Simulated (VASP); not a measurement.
# Os (R-3m) in VASP: notebook

Os is run at these levels: r2SCAN; tasks: single point.

Everything below comes from runs of VASP 6.6.1. Logs are shortened: lines on timing, memory, paths and dates and some standing lists are left out, and cuts for length are marked.

### 1 The cell of the first run

Symmetry: R-3m, No. 166, trigonal system. Conventional cell: a = 2.823 Å, b = 2.823 Å, c = 6.319 Å, α = 90.00°, β = 90.00°, γ = 120.00°. Os (site symmetry -3m) has 12 Os at 2.66 to 2.82 Å within 3.5 Å.

### 2 Single point, r2SCAN

Contents of POSCAR:

```
Os
1.0
    2.8227735407      0.0000000000      0.0000000000
   -1.4113867703      2.4445935954      0.0000000000
    1.4113867703      0.8148645318      2.1062316879
Os
1
Direct
    0.0000000000      0.0000000000      0.0000000000
```

Contents of INCAR.step1:

```
SYSTEM = Os
PREC = Accurate
ENCUT = 520
ISMEAR = 0
SIGMA = 0.1
LREAL = .FALSE.
LASPH = .TRUE.
NELM = 60
NBANDS = 10
ISYM = 0
GGA = PE
ALGO = Normal
EDIFF = 1E-4
LWAVE = .TRUE.
LCHARG = .FALSE.
```

Contents of INCAR.step2:

```
SYSTEM = Os
PREC = Accurate
ENCUT = 520
EDIFF = 1E-6
ISMEAR = 0
SIGMA = 0.1
LREAL = .FALSE.
LASPH = .TRUE.
NELM = 60
ALGO = Normal
ISIF = 2
LWAVE = .FALSE.
LCHARG = .TRUE.
METAGGA = R2SCAN
LMIXTAU = .TRUE.
LELF = .TRUE.
LVHAR = .TRUE.
NBANDS = 10
ISYM = 0
ISTART = 1
```

Contents of KPOINTS:

```
regular mesh
0
G
  12 12 16
  0 0 0
```

Potentials or basis: VASP PAW PBE potentials, release 64 (Os).

Launch:

```bash
$ cat potpaw_PBE.64/Os/POTCAR > POTCAR
$ cp INCAR.step1 INCAR
$ mpirun -np 1 vasp_std > vasp.out
$ cp INCAR.step2 INCAR
$ mpirun -np 1 vasp_std > vasp.out
```

OUTCAR:

```text
SYSTEM = Os
   PREC = Accurate
   ENCUT = 520
   EDIFF = 1E-6
   ISMEAR = 0
   LREAL = .FALSE.
   LASPH = .TRUE.
   NELM = 60
   ISIF = 2
   METAGGA = R2SCAN
   ISYM = 0
   ISTART = 1

 ion  position               nearest neighbor table
   1  0.000  0.000  0.000-

IMPORTANT INFORMATION: All symmetrisations will be switched off!
NOSYMM: (Re-)initialisation of all symmetry stuff for point group C_1.

----------------------------------------------------------------------------------------

                                     Primitive cell

  volume of cell :      14.5341

  direct lattice vectors                    reciprocal lattice vectors
     2.822773541  0.000000000  0.000000000     0.354261504  0.204532975 -0.316521051
    -1.411386770  2.444593595  0.000000000     0.000000000  0.409065949 -0.158260525
     1.411386770  0.814864532  2.106231688     0.000000000  0.000000000  0.474781576

  length of vectors
     2.822773541  2.822773541  2.663123869     0.517223865  0.438612978  0.474781576

  position of ions in fractional coordinates (direct lattice)
     0.000000000  0.000000000  0.000000000

  ion indices of the primitive-cell ions
   primitive index   ion index
                 1           1

----------------------------------------------------------------------------------------

 KPOINTS: regular mesh

Automatic generation of k-mesh.
 Grid dimensions read from file:
 generate k-points for:   12   12   16

 Generating k-lattice:

  Cartesian coordinates                     Fractional coordinates (reciprocal lattice)
     0.029521792  0.017044415 -0.026376754     0.083333333  0.000000000 -0.000000000
     0.000000000  0.034088829 -0.013188377     0.000000000  0.083333333  0.000000000
     0.000000000  0.000000000  0.029673848     0.000000000  0.000000000  0.062500000

  Length of vectors
     0.043101989  0.036551082  0.029673848

  Shift w.r.t. Gamma in fractional coordinates (k-lattice)
     0.000000000  0.000000000  0.000000000

 -----------------------------------------------------------------------------
|                                                                             |
|           W    W    AA    RRRRR   N    N  II  N    N   GGGG   !!!           |
|           W    W   A  A   R    R  NN   N  II  NN   N  G    G  !!!           |
|           W    W  A    A  R    R  N N  N  II  N N  N  G       !!!           |
|           W WW W  AAAAAA  RRRRR   N  N N  II  N  N N  G  GGG   !            |
|           WW  WW  A    A  R   R   N   NN  II  N   NN  G    G                |
|           W    W  A    A  R    R  N    N  II  N    N   GGGG   !!!           |
|                                                                             |
[... 68 lines left out ...]
   NFREE  =      0    steps in history (QN), initial steepest desc. (CG)
   ISIF   =      2    stress and relaxation
   ISYM   =      0    0-nonsym 1-usesym 2-fastsym
   POTIM  = 0.5000    time-step for ionic-motion
   TEBEG  =    0.0;   TEEND  =   0.0 temperature during run
   PSTRESS=    0.0 pullay stress
   NELECT =       8.0000    total number of electrons
   NUPDOWN=      -1.0000    fix difference up-down
   EMIN   =  10.00;   EMAX   =-10.00  energy-range for DOS
   EFERMI =   0.00;   METHOD = LEGACY
   ISMEAR =     0;   SIGMA  =   0.10  broadening in eV -4-tet -1-fermi 0-gaus
   EFERMI_NEDOS =   21; number of points for ismear=-14 and -15
   IALGO  =     38    algorithm
   IMIX   =      4    mixing-type and parameters
     AMIX     =   0.40;   BMIX     =  1.00
     AMIX_MAG =   1.60;   BMIX_MAG =  1.00
  volume/ion in A,a.u.               =      14.53        98.08
  Fermi-wavevector in a.u.,A,eV,Ry     =   1.341658  2.535366 24.491121  1.800047
  Thomas-Fermi vector in A             =   2.469874
   LORBIT       =      0    0 simple, 1 ext, 2 COOP (PROOUT), +10 PAW based schemes
   METAGGA = R2SCAN    functional components
   LHFCALC =     F    Hartree Fock is set to
   AEXX    =    0.0000 exact exchange contribution
   IVDW    =     0    specifies the selected vdW correction
   LEPSILON=     F    determine dielectric tensor
   LRPA    =     F    only Hartree local field effects (RPA)
 non-spin polarized calculation
 Gauss-broadening in eV      SIGMA  =   0.10
  energy-cutoff  :      520.00
  volume of cell :       14.53
 maximum number of plane-waves:       405
 NGX is ok and might be reduce to    24
   NGX = 11   NGY = 11   NGZ =  9

 number of electron       8.0000000 magnetization

 Free energy of the ion-electron system (eV)
  ---------------------------------------------------
  ext. energy  EPLUGINS =         0.00000000
  ---------------------------------------------------
  free energy    TOTEN  =       -52.69097800 eV

  energy without entropy =      -52.68635823  energy(sigma->0) =      -52.68866811

 E-fermi :   8.6301     XC(G=0): -15.1213

 val. band max:        8.6283396453   @ k =  -0.1667   0.2500   0.3125
 cond. band min:       8.6359581543   @ k =   0.0833   0.0000   0.0625
 fundamental gap:      0.0076185090
 Fermi energy:         8.6300529273

 k-point     1 :       0.0000    0.0000    0.0000
  band No.  band energies     occupation
      1      -2.3743      2.00000
      2       4.9728      2.00000
      3       4.9755      2.00000
      4       6.7502      2.00000
      5       8.7511      0.08704
      6       8.7538      0.08017
      7      23.4785      0.00000
      8      28.5965      0.00000
      9      28.6019      0.00000
     10      31.6665      0.00000
[... 287 lines left out ...]
 k-point    24 :       0.3333    0.1667   -0.0000
  band No.  band energies     occupation
      1       1.7239      2.00000
      2       2.4899      2.00000
      3       7.1672      2.00000
      4       9.3866      0.00000
      5      11.1450      0.00000
      6      13.7571      0.00000
      7      18.3268      0.00000
      8      23.6382      0.00000
      9      25.2405      0.00000
     10      32.2101      0.00000

 [... further k-points ...]
[... 5 lines left out ...]
  --------------------------------------------------------------------------------------
  -------------------------------------------------------------------------------------
  Total       -2.4175241     -2.3980934      2.6735584     -0.0168290      0.0039412      0.0068252
  in kB     -266.4971316   -264.3551848    294.7212155     -1.8551573      0.4344604      0.7523810
  external PRESSURE =     -78.7103670 kB  Pullay stress =       0.0000000 kB

 VOLUME and BASIS-vectors are now :
 -----------------------------------------------------------------------------
  energy-cutoff  :      520.00
  volume of cell :       14.53
      direct lattice vectors                 reciprocal lattice vectors
     2.822773541  0.000000000  0.000000000     0.354261504  0.204532975 -0.316521051
    -1.411386770  2.444593595  0.000000000     0.000000000  0.409065949 -0.158260525
     1.411386770  0.814864532  2.106231688     0.000000000  0.000000000  0.474781576

 POSITION                                       TOTAL-FORCE (eV/Angst)
 -----------------------------------------------------------------------------------
      0.00000      0.00000      0.00000         0.000000      0.000000     -0.000000
 -----------------------------------------------------------------------------------
    total drift:                                0.000000      0.000000     -0.000000

  FREE ENERGIE OF THE ION-ELECTRON SYSTEM (eV)
  ---------------------------------------------------
  free  energy   TOTEN  =       -52.6909779993 eV

  energy  without entropy=      -52.6863582289  energy(sigma->0) =      -52.68866811
```

Wall time 2.6 min (1 thread of Intel Xeon 6975P-C (Granite Rapids), shared host); peak memory 0.29 GiB.

What came out:

* Free energy: -52.6910 eV
* Pressure: -7.9 GPa
* Band gap on the k mesh: zero (bands 4 and 5 overlap by 4.09 eV)

Levels at points of the mesh, in eV from the Fermi level:
```
           k point  band 1  band 2  band 3  band 4  band 5  band 6  band 7  band 8  band 9
(0.00, 0.00, 0.00)  -11.00   -3.66   -3.65   -1.88    0.12    0.12   14.85   19.97   19.97
(0.50, 0.00, 0.00)   -7.58   -6.90    2.02    2.33    2.88    3.36   11.46   12.42   13.86
(0.00, 0.50, 0.00)   -7.81   -3.92   -2.15   -0.58    1.66    2.59    8.66   14.84   20.20
(0.50, 0.50, 0.00)   -7.81   -3.92   -2.15   -0.58    1.66    2.59    8.66   14.84   20.20
(0.00, 0.00, 0.50)   -7.60   -3.50   -3.50    0.81    2.77    2.77   10.40   13.69   19.84
(0.50, 0.00, 0.50)   -7.81   -3.92   -2.14   -0.59    1.66    2.59    8.66   14.84   20.20
(0.00, 0.50, 0.50)   -7.58   -6.90    2.02    2.33    2.88    3.35   11.46   12.42   13.86
(0.50, 0.50, 0.50)   -7.58   -6.90    2.02    2.33    2.88    3.35   11.46   12.42   13.86
```

Caveat: the cell stands under tension; the PAW data sets were made with another functional, which shifts forces and pressure a little; spin-orbit coupling is left out, which moves the levels of the heavy elements.

### 3 Single point, r2SCAN

POSCAR is that of step 2.

Contents of INCAR.step1:

```
ALGO = Normal
EDIFF = 1E-4
ENCUT = 520
GGA = PE
ISMEAR = 0
ISYM = 0
LASPH = True
LCHARG = False
LREAL = False
LWAVE = True
NBANDS = 10
NELM = 60
PREC = Accurate
SIGMA = 0.1
```

Contents of INCAR.step2:

```
ALGO = Normal
EDIFF = 1E-6
ENCUT = 520
ISIF = 2
ISMEAR = 0
ISTART = 1
ISYM = 0
LASPH = True
LCHARG = False
LMIXTAU = True
LREAL = False
LWAVE = False
METAGGA = R2SCAN
NBANDS = 10
NELM = 60
PREC = Accurate
SIGMA = 0.1
```

Contents of KPOINTS:

```
k-points
0
Gamma
  12 12 16
```

Potentials or basis: VASP PAW PBE potentials, release 64 (Os).

Launch:

```bash
$ cat potpaw_PBE.64/Os/POTCAR > POTCAR
$ cp INCAR.step1 INCAR
$ mpirun -np 1 vasp_std > vasp.out
$ cp INCAR.step2 INCAR
$ mpirun -np 1 vasp_std > vasp.out
```

Wall time 2.8 min (1 thread of Intel Xeon 6975P-C (Granite Rapids), shared host); peak memory 0.29 GiB.

It converged, with:

| Property | Result |
| --- | --- |
| Free energy | -52.6910 eV |
| Pressure | -7.9 GPa |
| Band gap on the k mesh | zero (bands 4 and 5 overlap by 4.09 eV) |

Stress tensor (GPa, compression positive):
```
-26.65  -0.19   0.08
 -0.19 -26.44   0.04
  0.08   0.04  29.47
```

Levels at points of the mesh, in eV from the Fermi level:
| k point | band 2 | band 3 | band 4 | band 5 | band 6 | band 7 |
| --- | --- | --- | --- | --- | --- | --- |
| (0.00, 0.00, 0.00) | -3.66 | -3.65 | -1.88 | 0.12 | 0.12 | 14.85 |
| (0.50, 0.00, 0.00) | -6.90 | 2.02 | 2.33 | 2.88 | 3.36 | 11.46 |
| (0.00, 0.50, 0.00) | -3.92 | -2.15 | -0.58 | 1.66 | 2.59 | 8.66 |
| (0.50, 0.50, 0.00) | -3.92 | -2.15 | -0.58 | 1.66 | 2.59 | 8.66 |
| (0.00, 0.00, 0.50) | -3.50 | -3.50 | 0.81 | 2.77 | 2.77 | 10.40 |
| (0.50, 0.00, 0.50) | -3.92 | -2.14 | -0.59 | 1.66 | 2.59 | 8.66 |
| (0.00, 0.50, 0.50) | -6.90 | 2.02 | 2.33 | 2.88 | 3.35 | 11.46 |
| (0.50, 0.50, 0.50) | -6.90 | 2.02 | 2.33 | 2.88 | 3.35 | 11.46 |

Caveat: the cell stands under tension; the PAW data sets were made with another functional, which shifts forces and pressure a little; spin-orbit coupling is left out, which moves the levels of the heavy elements.
